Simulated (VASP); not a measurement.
Input of a VASP 6.6.1 run:

The input INCAR:

```
SYSTEM = Ga
  ALGO = Normal
  EDIFF = 1E-7
  ENCUT = 520
  ISIF = 2
  ISMEAR = -1
  LASPH = .True.
  LCHARG = .False.
  LREAL = .False.
  LWAVE = .False.
  NBANDS = 34
  NELM = 100
  PREC = Accurate
  SIGMA = 0.05
```

Contents of KPOINTS:

```
k-points
0
Gamma
  6 6 5
  0 0 0
```

POSCAR

```
Ga
1.0
    3.7522503132     -2.2871879736      0.0000000000
    3.7522503132      2.2871879736      0.0000000000
    0.0000000000      0.0000000000      4.4121671994
Ga
4
Direct
    0.9903150000      0.3344500000      0.2500000000
    0.3344500000      0.9903150000      0.7500000000
    0.0096850000      0.6655500000      0.7500000000
    0.6655500000      0.0096850000      0.2500000000
```

Potentials or basis: VASP PAW LDA potentials, release 64 (Ga_d).

The run is started by

```bash
$ cat potpaw_LDA.64/Ga_d/POTCAR > POTCAR
$ mpirun -np 1 vasp_std > vasp.out
```

Q: Predict the band gap on the k mesh.

A: Zero (bands 26 and 27 overlap by 0.69 eV).

Q: What does it give for the pressure?

A: 0.7 GPa.

Q: Estimate the largest force.

A: 0.042 eV/Å.

Forces in eV/Å, atoms in the order of the input:
```
Ga   0.029  0.030  0.000
Ga   0.029 -0.030  0.000
Ga  -0.029 -0.030  0.000
Ga  -0.029  0.030  0.000
```
